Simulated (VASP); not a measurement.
# TaGe2 in VASP: notebook

The runs below take TaGe2 through single point, with PBE+D3(BJ).

All numbers are computed with VASP 6.6.1; they aren't measurements. Logs are shortened: lines on timing, memory, paths and dates and some standing lists are left out, and cuts for length are marked.

## (1) The cell of the first run

The cell holds an amorphous packing of atoms, 9 atoms: a = 4.971 Å, b = 5.511 Å, c = 5.478 Å, α = 100.66°, β = 96.84°, γ = 78.88°.

## (2) Single point, PBE+D3(BJ)

The input, INCAR:

```
ALGO = Normal
EDIFF = 1E-6
ENCUT = 520
GGA = PE
ISIF = 2
ISMEAR = -4
IVDW = 12
LASPH = True
LCHARG = False
LREAL = False
LWAVE = False
NBANDS = 68
NELM = 80
PREC = Accurate
SIGMA = 0.1
```

The input, KPOINTS:

```
k-points
0
Gamma
  3 3 3
```

The input, POSCAR:

```
TaGe2
1.0
    4.9571800000      0.1822850000     -0.3149460000
    0.8644400000      5.4428260000     -0.0252160000
   -0.2768310000     -0.9573070000      5.3865540000
Ge Ta
6 3
Direct
    0.9093975305      0.9163158914      0.0673853703
    0.1486512691      0.1753407390      0.3644557382
    0.9634693887      0.0088526818      0.6798400349
    0.7119474646      0.7689337996      0.3804518512
    0.2739536048      0.6802761994      0.2611206416
    0.0209876038      0.5795151540      0.7021988485
    0.4432744539      0.8095412820      0.8506493965
    0.8136783269      0.3906390173      0.0243647586
    0.6080588019      0.3562103832      0.4940213889
```

Potentials or basis: VASP PAW PBE potentials, release 64 (Ge_d, Ta_pv).

On the command line:

```bash
$ cat potpaw_PBE.64/Ge_d/POTCAR potpaw_PBE.64/Ta_pv/POTCAR > POTCAR
$ mpirun -np 1 vasp_std > vasp.out
```

OUTCAR:

```text
EDIFF = 1E-6
   ENCUT = 520
   GGA = PE
   ISIF = 2
   ISMEAR = -4
   IVDW = 12
   LASPH = True
   LREAL = False
   NELM = 80
   PREC = Accurate
 IVDW          = 12

 ion  position               nearest neighbor table
   1  0.909  0.916  0.067-   5 2.29   3 2.33   2 2.33   4 2.41   6 2.50   7 2.60   8 2.61   7 2.95
                             8 2.99
   2  0.149  0.175  0.364-   1 2.33   3 2.44   9 2.63   8 2.64   6 2.65   5 2.65   9 2.81
   3  0.963  0.009  0.680-   4 2.31   1 2.33   6 2.35   2 2.44   7 2.57   8 2.61   9 2.61
   4  0.712  0.769  0.380-   3 2.31   5 2.31   1 2.41   6 2.44   8 2.59   9 2.62   5 2.87   7 2.99
                             7 3.08   9 3.13
   5  0.274  0.680  0.261-   1 2.29   4 2.31   9 2.60   2 2.65   7 2.75   4 2.87   8 3.07   8 3.14
                             7 3.22
   6  0.021  0.580  0.702-   3 2.35   4 2.44   1 2.50   8 2.61   7 2.63   9 2.63   2 2.65   7 3.05
                             9 3.20
   7  0.443  0.810  0.851-   3 2.57   1 2.60   6 2.63   5 2.75   8 2.89   9 2.92   1 2.95   4 2.99
                             6 3.05   4 3.08   5 3.22
   8  0.814  0.391  0.024-   4 2.59   6 2.61   3 2.61   1 2.61   2 2.64   7 2.89   9 2.93   9 2.95
                             1 2.99   5 3.07   5 3.14
   9  0.608  0.356  0.494-   5 2.60   3 2.61   4 2.62   6 2.63   2 2.63   2 2.81   7 2.92   8 2.93
                             8 2.95   4 3.13   6 3.20

  LATTYP: Found a triclinic cell.
 ALAT       =     6.6714133280
 B/A-ratio  =     0.8260771606
 C/A-ratio  =     1.0409495403
 COS(alpha) =     0.0078467634
 COS(beta)  =     0.4697374389
 COS(gamma) =     0.6823261115

  Lattice vectors:

 A1 = (  -4.0927400000,   5.2605410000,   0.2897300000)
 A2 = (   0.8644400000,   5.4428260000,  -0.0252160000)
 A3 = (  -4.6803490000,   0.7750220000,  -5.0716080000)

Analysis of symmetry for initial positions (statically):
=====================================================================
 Subroutine PRICEL returns:
 Original cell was already a primitive cell.

 Routine SETGRP: Setting up the symmetry group for a
 triclinic supercell.

 Subroutine GETGRP returns: Found  1 space group operations
 (whereof  1 operations were pure point group operations)
 out of a pool of  2 trial point group operations.

The static configuration has the point symmetry C_1 .

Analysis of symmetry for dynamics (positions and initial velocities):
=====================================================================
 Subroutine PRICEL returns:
 Original cell was already a primitive cell.

 Routine SETGRP: Setting up the symmetry group for a
 triclinic supercell.

 Subroutine GETGRP returns: Found  1 space group operations
 (whereof  1 operations were pure point group operations)
 out of a pool of  2 trial point group operations.

The dynamic configuration has the point symmetry C_1 .

 Subroutine INISYM returns: Found  1 space group operations
 (whereof  1 operations are pure point group operations),
 and found     1 'primitive' translations

----------------------------------------------------------------------------------------

                                     Primitive cell

  volume of cell :     144.1539

  direct lattice vectors                    reciprocal lattice vectors
     4.957180000  0.182285000 -0.314946000     0.203212943 -0.032252838  0.004711690
     0.864440000  5.442826000 -0.025216000    -0.004719872  0.184628597  0.032569922
    -0.276831000 -0.957307000  5.386554000     0.011859546 -0.001021489  0.186075404

  length of vectors
     4.970518319  5.511102179  5.477959117     0.205810461  0.187538785  0.186455754

  position of ions in fractional coordinates (direct lattice)
     0.909397531  0.916315891  0.067385370
     0.148651269  0.175340739  0.364455738
     0.963469389  0.008852682  0.679840035
     0.711947465  0.768933800  0.380451851
     0.273953605  0.680276199  0.261120642
     0.020987604  0.579515154  0.702198848
     0.443274454  0.809541282  0.850649397
     0.813678327  0.390639017  0.024364759
     0.608058802  0.356210383  0.494021389

  ion indices of the primitive-cell ions
   primitive index   ion index
                 1           1
                 2           2
                 3           3
                 4           4
                 5           5
                 6           6
                 7           7
                 8           8
                 9           9

----------------------------------------------------------------------------------------

 KPOINTS: k-points

Automatic generation of k-mesh.
 Grid dimensions read from file:
 generate k-points for:    3    3    3

 Generating k-lattice:

  Cartesian coordinates                     Fractional coordinates (reciprocal lattice)
     0.067737648 -0.010750946  0.001570563     0.333333333  0.000000000 -0.000000000
    -0.001573291  0.061542866  0.010856641     0.000000000  0.333333333 -0.000000000
     0.003953182 -0.000340496  0.062025135    -0.000000000 -0.000000000  0.333333333

  Length of vectors
     0.068603487  0.062512928  0.062151918

  Shift w.r.t. Gamma in fractional coordinates (k-lattice)
     0.000000000  0.000000000  0.000000000

 TETIRR: Found     78 inequivalent tetrahedra from      162

 Subroutine IBZKPT returns following result:
 ===========================================

 Found     14 irreducible k-points:

 Following reciprocal coordinates:
            Coordinates               Weight
  0.000000  0.000000  0.000000      1.000000
  0.333333  0.000000 -0.000000      2.000000
  0.000000  0.333333  0.000000      2.000000
  0.333333  0.333333  0.000000      2.000000
 -0.333333  0.333333  0.000000      2.000000
 -0.000000  0.000000  0.333333      2.000000
  0.333333  0.000000  0.333333      2.000000
 -0.333333 -0.000000  0.333333      2.000000
 -0.000000  0.333333  0.333333      2.000000
  0.333333  0.333333  0.333333      2.000000
 -0.333333  0.333333  0.333333      2.000000
 -0.000000 -0.333333  0.333333      2.000000
  0.333333 -0.333333  0.333333      2.000000
 -0.333333 -0.333333  0.333333      2.000000
   k-points           NKPTS =     14   k-points in BZ     NKDIM =     14   number of bands    NBANDS=     68
   number of dos      NEDOS =    301   number of ions     NIONS =      9
   total plane-waves  NPLWV =  70560
   dimension x,y,z NGX =    40 NGY =   42 NGZ =   42
   dimension x,y,z NGXF=    80 NGYF=   84 NGZF=   84
   ions per type =               6   3
   NGX,Y,Z   is equivalent  to a cutoff of  13.38, 12.67, 12.75 a.u.
   NGXF,Y,Z  is equivalent  to a cutoff of  26.76, 25.34, 25.49 a.u.
 SYSTEM =  unknown system
   PREC   = accura    normal or accurate (medium, high low for compatibility)
   ISTART =      0    job   : 0-new  1-cont  2-samecut
   ICHARG =      2    charge: 1-file 2-atom 10-const
   ISPIN  =      1    spin polarized calculation?
   LNONCOLLINEAR =      F non collinear calculations
   LSORBIT =      F    spin-orbit coupling
   LASPH  =      T    aspherical Exc in radial PAW
   ENCUT  =  520.0 eV  38.22 Ry    6.18 a.u.   9.24 10.25 10.19*2*pi/ulx,y,z
   NELM   =     80;   NELMIN=  2; NELMDL= -5     # of ELM steps
   EDIFF  = 0.1E-05   stopping-criterion for ELM
   LREAL  =      F    real-space projection
   EDIFFG = 0.1E-04   stopping-criterion for IOM
   NSW    =      0    number of steps for IOM
   IBRION =     -1    ionic relax: 0-MD 1-quasi-New 2-CG
   NFREE  =      0    steps in history (QN), initial steepest desc. (CG)
   ISIF   =      2    stress and relaxation
   ISYM   =      2    0-nonsym 1-usesym 2-fastsym
   POTIM  = 0.5000    time-step for ionic-motion
   TEBEG  =    0.0;   TEEND  =   0.0 temperature during run
   PSTRESS=    0.0 pullay stress
   NELECT =     117.0000    total number of electrons
   NUPDOWN=      -1.0000    fix difference up-down
   EMIN   =  10.00;   EMAX   =-10.00  energy-range for DOS
   EFERMI =   0.00;   METHOD = LEGACY
   ISMEAR =    -4;   SIGMA  =   0.10  broadening in eV -4-tet -1-fermi 0-gaus
   EFERMI_NEDOS =   21; number of points for ismear=-14 and -15
   IALGO  =     38    algorithm
   IMIX   =      4    mixing-type and parameters
     AMIX     =   0.40;   BMIX     =  1.00
     AMIX_MAG =   1.60;   BMIX_MAG =  1.00
  volume/ion in A,a.u.               =      16.02       108.09
  Fermi-wavevector in a.u.,A,eV,Ry     =   1.527078  2.885760 31.728356  2.331968
  Thomas-Fermi vector in A             =   2.635024
   LORBIT       =      0    0 simple, 1 ext, 2 COOP (PROOUT), +10 PAW based schemes
   GGA     = PE    functional components
   LHFCALC =     F    Hartree Fock is set to
   AEXX    =    0.0000 exact exchange contribution
   IVDW    =    12    specifies the selected vdW correction
   LEPSILON=     F    determine dielectric tensor
   LRPA    =     F    only Hartree local field effects (RPA)
 non-spin polarized calculation
 Fermi weights with tetrahedron method witout Bloechl corrections
  energy-cutoff  :      520.00
  volume of cell :      144.15
 maximum number of plane-waves:      3891
 NGX is ok and might be reduce to    40
   NGX = 19   NGY = 21   NGZ = 21

 number of electron     117.0000013 magnetization

 Free energy of the ion-electron system (eV)
  ---------------------------------------------------
  ext. energy  EPLUGINS =         0.00000000
  ---------------------------------------------------
  free energy    TOTEN  =       -54.24473633 eV

  energy without entropy =      -54.24473633  energy(sigma->0) =      -54.24473633

 E-fermi :   8.4142     XC(G=0): -12.3700

 val. band max:        8.4393416594   @ k =   0.3333  -0.3333   0.3333
 cond. band min:       8.4060893033   @ k =  -0.3333  -0.3333   0.3333
 fundamental gap:     -0.0332523561
 Fermi energy:         8.4142471925

 k-point     1 :       0.0000    0.0000    0.0000
  band No.  band energies     occupation
      1     -26.5781      2.00000
      2     -26.5598      2.00000
      3     -26.4877      2.00000
      4     -26.4844      2.00000
      5     -26.3722      2.00000
      6     -26.3188      2.00000
[... 60 lines left out ...]
     67      11.1724      0.00000
     68      11.2331      0.00000

 k-point     2 :       0.3333    0.0000   -0.0000
  band No.  band energies     occupation
      1     -26.5778      2.00000
      2     -26.5580      2.00000
      3     -26.4887      2.00000
      4     -26.4834      2.00000
      5     -26.3734      2.00000
      6     -26.3206      2.00000
[... 60 lines left out ...]
     67      11.1013      0.00000
     68      11.5354      0.00000

 k-point     3 :       0.0000    0.3333    0.0000
  band No.  band energies     occupation
      1     -26.5802      2.00000
      2     -26.5571      2.00000
      3     -26.4899      2.00000
      4     -26.4792      2.00000
      5     -26.3723      2.00000
      6     -26.3201      2.00000
[... 770 lines left out ...]
     67      11.0459      0.00000
     68      11.3389      0.00000

 k-point    14 :      -0.3333   -0.3333    0.3333
  band No.  band energies     occupation
      1     -26.5881      2.00000
      2     -26.5581      2.00000
      3     -26.4749      2.00000
      4     -26.4502      2.00000
      5     -26.3800      2.00000
      6     -26.3151      2.00000
[... 60 lines left out ...]
     67      10.8767      0.00000
     68      11.4026      0.00000

------------------------ aborting loop because EDIFF is reached ----------------------------------------

 Edisp (eV)   -4.64815

 E8    (eV) :    -2.2144

  FORCE on cell =-STRESS in cart. coord.  units (eV):
  Direction    XX          YY          ZZ          XY          YZ          ZX
  --------------------------------------------------------------------------------------
  -------------------------------------------------------------------------------------
  Total      22.48272    21.06024    27.61816     2.92021    -4.14299     5.36587
  in kB     249.88084   234.07091   306.95798    32.45626   -46.04667    59.63822
  external pressure =      263.64 kB  Pullay stress =        0.00 kB

 VOLUME and BASIS-vectors are now :
 -----------------------------------------------------------------------------
  energy-cutoff  :      520.00
  volume of cell :      144.15
      direct lattice vectors                 reciprocal lattice vectors
     4.957180000  0.182285000 -0.314946000     0.203212943 -0.032252838  0.004711690
     0.864440000  5.442826000 -0.025216000    -0.004719872  0.184628597  0.032569922
    -0.276831000 -0.957307000  5.386554000     0.011859546 -0.001021489  0.186075404

 POSITION                                       TOTAL-FORCE (eV/Angst)
 -----------------------------------------------------------------------------------
      5.28149      5.08861      0.05346        -2.126056      0.718396     -0.516533
      0.78757      0.63255      1.91192         1.830731      1.685959      0.755358
      4.59554     -0.42701      3.35833         1.033182      3.541450     -0.073202
      4.08863      3.95074      1.80571        -1.386632      0.420828      0.013227
      1.87381      3.50259      1.30311        -0.115466     -2.754150     -0.868242
      0.41061      2.48581      3.76121         1.607070     -3.256477      0.709771
      2.66171      3.67266      4.42205         0.743158     -0.197915     -0.267015
      4.36449      2.25118     -0.13487        -1.228603      0.290652     -0.151424
      3.18542      1.57670      2.46059        -0.357385     -0.448743      0.398060
 -----------------------------------------------------------------------------------
    total drift:                                0.001504     -0.002357     -0.000880

  FREE ENERGIE OF THE ION-ELECTRON SYSTEM (eV)
  ---------------------------------------------------
  free  energy   TOTEN  =       -58.8928863460 eV

  energy  without entropy=      -58.8928863460  energy(sigma->0) =      -58.89288635
```

Run time: 2.2 min. Hardware: 1 thread of Intel Xeon 6975P-C (Granite Rapids), shared host; peak memory 0.31 GiB.

Results:

```
Free energy                : -58.8929 eV
Pressure                   : 26.4 GPa
Largest force              : 3.700 eV/Å
Dispersion energy per atom : -0.516 eV
```

Forces in eV/Å, atoms in the order of the input:
```
Ge  -2.126  0.718 -0.517
Ge   1.831  1.686  0.755
Ge   1.033  3.541 -0.073
Ge  -1.387  0.421  0.013
Ge  -0.115 -2.754 -0.868
Ge   1.607 -3.256  0.710
Ta   0.743 -0.198 -0.267
Ta  -1.229  0.291 -0.151
Ta  -0.357 -0.449  0.398
```

Stress tensor (GPa, compression positive):
```
24.99  3.25  5.96
 3.25 23.41 -4.60
 5.96 -4.60 30.70
```

Caveat: the k points lie up to 0.43 Å⁻¹ apart; spin-orbit coupling is left out, which moves the levels of the heavy elements.

## (3) Single point, PBE+D3(BJ)

The input, INCAR:

```
PREC = Accurate
ENCUT = 520
EDIFF = 1E-6
ISMEAR = -4
SIGMA = 0.1
LREAL = F
LASPH = T
NELM = 60
ALGO = Normal
ISIF = 2
LWAVE = F
LCHARG = F
GGA = PE
IVDW = 12
NBANDS = 68
```

The input, KPOINTS:

```
Automatic mesh
0
Gamma
  3 3 3
```

The input, POSCAR:

```
TaGe2
1.0
    4.9571800000      0.1822850000     -0.3149460000
    0.8644400000      5.4428260000     -0.0252160000
   -0.2768310000     -0.9573070000      5.3865540000
Ge Ta
6 3
Direct
    0.9080085483      0.9160873392      0.0670530210
    0.1483883470      0.1746195891      0.3662158634
    0.9649854624      0.0094044607      0.6813406965
    0.7116472942      0.7674051269      0.3795002067
    0.2730161279      0.6802924348      0.2613185705
    0.0220027996      0.5774234064      0.7050067636
    0.4436431401      0.8092634219      0.8498490907
    0.8133455785      0.3919870970      0.0236092098
    0.6081666085      0.3567467122      0.4935772232
```

Potentials or basis: VASP PAW PBE potentials, release 64 (Ge_d, Ta_pv).

On the command line:

```bash
$ cat potpaw_PBE.64/Ge_d/POTCAR potpaw_PBE.64/Ta_pv/POTCAR > POTCAR
$ mpirun -np 1 vasp_std > vasp.out
```

Wall time 1.7 min (1 thread of Intel Xeon 6975P-C (Granite Rapids), shared host); peak memory 0.31 GiB.

The run converged. Its results:

* Free energy: -58.9699 eV
* Pressure: 26.3 GPa
* Largest force: 3.461 eV/Å
* Dispersion energy per atom: -0.516 eV

Forces in eV/Å, atoms in the order of the input:
```
Ge  -2.058  0.825 -0.403
Ge   1.812  1.714  0.626
Ge   0.843  3.344 -0.225
Ge  -1.183  0.535  0.268
Ge  -0.160 -2.735 -0.872
Ge   1.640 -3.003  0.520
Ta   0.721 -0.253 -0.267
Ta  -1.240  0.130 -0.066
Ta  -0.374 -0.558  0.418
```

Stress tensor (GPa, compression positive):
```
25.05  3.37  5.26
 3.37 23.06 -4.63
 5.26 -4.63 30.68
```

Levels at points of the mesh, in eV from the Fermi level:
```
           k point  band 54  band 55  band 56  band 57  band 58  band 59  band 60  band 61  band 62  band 63
(0.00, 0.00, 0.00)    -2.08    -1.61    -1.27    -0.79    -0.74     0.10     0.59     0.71     1.17     1.58
```

Caveat: the k points lie up to 0.43 Å⁻¹ apart; spin-orbit coupling is left out, which moves the levels of the heavy elements.

## (4) Single point, PBE+D3(BJ)

INCAR, as its differences from that of step 3:

```diff
@@ -7,3 +7,3 @@
 LASPH = T
-NELM = 60
+NELM = 100
 ALGO = Normal
```

The input, KPOINTS:

```
regular mesh
0
Gamma
  3 3 3
```

The input, POSCAR:

```
TaGe2
1.0
    4.9571800000      0.1822850000     -0.3149460000
    0.8644400000      5.4428260000     -0.0252160000
   -0.2768310000     -0.9573070000      5.3865540000
Ge Ta
6 3
Direct
    0.9062371804      0.9160816669      0.0666343808
    0.1485658596      0.1744261856      0.3678983918
    0.9663686957      0.0106631764      0.6825870191
    0.7110595264      0.7662376020      0.3787274389
    0.2722794870      0.6796176789      0.2612790245
    0.0234336844      0.5749257502      0.7075717932
    0.4440357155      0.8089963370      0.8491417563
    0.8129304083      0.3931562216      0.0229465829
    0.6082310283      0.3571611870      0.4932363262
```

On the command line:

```bash
$ cat potpaw_PBE.64/Ge_d/POTCAR potpaw_PBE.64/Ta_pv/POTCAR > POTCAR
$ mpirun -np 1 vasp_std > vasp.out
```

Run time: 2 min. Hardware: 1 thread of Intel Xeon 6975P-C (Granite Rapids), shared host; peak memory 0.3 GiB.

It converged, with:

```yaml
Free_energy: -59.0812 eV
Pressure: 26.0 GPa
Largest_force: 3.197 eV/Å
Dispersion_energy_per_atom: -0.517 eV
```

Forces in eV/Å, atoms in the order of the input:
```
Ge  -1.935  0.902 -0.280
Ge   1.760  1.700  0.463
Ge   0.694  3.070 -0.333
Ge  -0.984  0.637  0.509
Ge  -0.245 -2.669 -0.902
Ge   1.679 -2.697  0.352
Ta   0.662 -0.298 -0.276
Ta  -1.263  0.000  0.026
Ta  -0.368 -0.645  0.441
```

Stress tensor (GPa, compression positive):
```
25.07  3.53  4.60
 3.53 22.62 -4.65
 4.60 -4.65 30.43
```

Levels at points of the mesh, in eV from the Fermi level:
| k point | band 55 | band 56 | band 57 | band 58 | band 59 | band 60 | band 61 | band 62 |
| --- | --- | --- | --- | --- | --- | --- | --- | --- |
| (0.00, 0.00, 0.00) | -1.61 | -1.27 | -0.80 | -0.73 | 0.11 | 0.58 | 0.71 | 1.17 |

Caveat: the k points lie up to 0.43 Å⁻¹ apart; spin-orbit coupling is left out, which moves the levels of the heavy elements.
